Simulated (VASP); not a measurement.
Ca: single point with r2SCAN

Crystal: Ca.

```xyz
1
Lattice="-2.2150 2.2150 2.2078 2.2150 -2.2150 2.2078 2.2150 2.2150 -2.2078" Properties=species:S:1:pos:R:3 pbc="T T T"
Ca    0.0000    0.0000    2.2078
```

This isn't the form of Ca at room conditions, which is fcc.

| Property | Result |
| --- | --- |
| Program | VASP 6.6.1 |
| Task | single point |
| Functional | r2SCAN |
| Potentials or basis | VASP PAW PBE potentials, release 64 (Ca_sv) |
| Cutoff | 520 eV |
| k mesh | 9 × 9 × 9 |
| Occupations | fermi-dirac, width 0.05 eV |
| Spin | no spin polarisation |

The pressure is 0.1 GPa and the band gap on the k mesh is zero (bands 5 and 6 overlap by 0.31 eV).

Levels at points of the mesh, in eV from the Fermi level:
```tsv
k point	band 1	band 2	band 3	band 4	band 5	band 6	band 7	band 8	band 9	band 10
(0.00, 0.00, 0.00)	-43.91	-23.94	-23.94	-23.94	-4.29	2.60	2.62	2.62	3.67	3.69
```

It took 77 s on 1 thread of Intel(R) Xeon(R) 6975P-C (Granite Rapids), with other jobs on the host, peak memory 0.18 GiB.

Caveat: the PAW data sets were made with another functional, which shifts forces and pressure a little.
